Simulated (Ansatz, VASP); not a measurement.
# Os in VASP and in Ansatz

File INCAR:

```
PREC = Accurate
ENCUT = 520
EDIFF = 1E-7
ISMEAR = 0
SIGMA = 0.15
LREAL = False
LASPH = True
NELM = 80
ALGO = Fast
ISIF = 2
LWAVE = False
LCHARG = True
GGA = PS
LELF = True
LVHAR = True
NBANDS = 15
```

File KPOINTS:

```
regular mesh
0
Gamma
  18 18 12
```

Contents of POSCAR:

```
Os
1.0
    2.8434639745      0.0000000000      0.0000000000
   -1.4217319873      2.4625120367      0.0000000000
    0.0000000000      0.0000000000      4.6652760000
Os
2
Direct
    0.3333333333      0.6666666667      0.2500000000
    0.6666666667      0.3333333333      0.7500000000
```

Input for Ansatz:

```yaml
crystal:
  lattice:
    - [2.8434639745, 0.0, 0.0]
    - [-1.4217319873, 2.4625120367, 0.0]
    - [0.0, 0.0, 4.665276]
  atoms:
    - { symbol: Os, position: [0.3333333333, 0.6666666667, 0.25] }
    - { symbol: Os, position: [0.6666666667, 0.3333333333, 0.75] }
basis:
  ecutwfc: 420
kpoints:
  mp_grid: { grid: [18, 18, 12] }
hamiltonian:
  xc: pbesol
scf:
  occupations: { method: gaussian, width: 0.15 }
output:
  forces: true
  stress: true
  eigenvalues: true
  write_density: true
  write_potential: true
  elf: true
  volumetric_format: npy
```

Change from the starting cell: strain +0.040 along x and y, +0.080 along z, atoms carried along.

Alike in both runs: task single point; functional PBEsol; k mesh 18 × 18 × 12; occupations gaussian, width 0.15 eV; no spin polarisation.

|  | VASP | Ansatz |
| --- | --- | --- |
| version | VASP 6.6.1 | Ansatz 0.2.0 |
| potentials or method | VASP PAW PBE potentials, release 64 (Os), cutoff 520 eV | scalar-relativistic, plane waves, PAW |
| valence electrons in the cell | 16 | 32 |

```csv
,VASP,Ansatz,Ansatz less VASP
gap on the k mesh at the Fermi level (eV),none,none,-
pressure (GPa),-47.7,-47.2,+0.46
"traceless stress, the component that is largest in VASP (GPa)",-10.53,-10.64,-0.108
```

VASP's potentials were made for PBE, not for PBEsol. A gap of «none» marks a metal or a gap that the smearing closes. Both programs put the cell under strong tension, so it lies far from rest at this level. The functional is the same, so the differences come from potentials, cutoffs and numerics. VASP's potentials hold 16 valence electrons a cell and Ansatz's 32, so a difference there can come from the potentials and not from the codes.

Neither program's run includes spin-orbit coupling. Noted on VASP's run: the cell as given lies far from equilibrium.
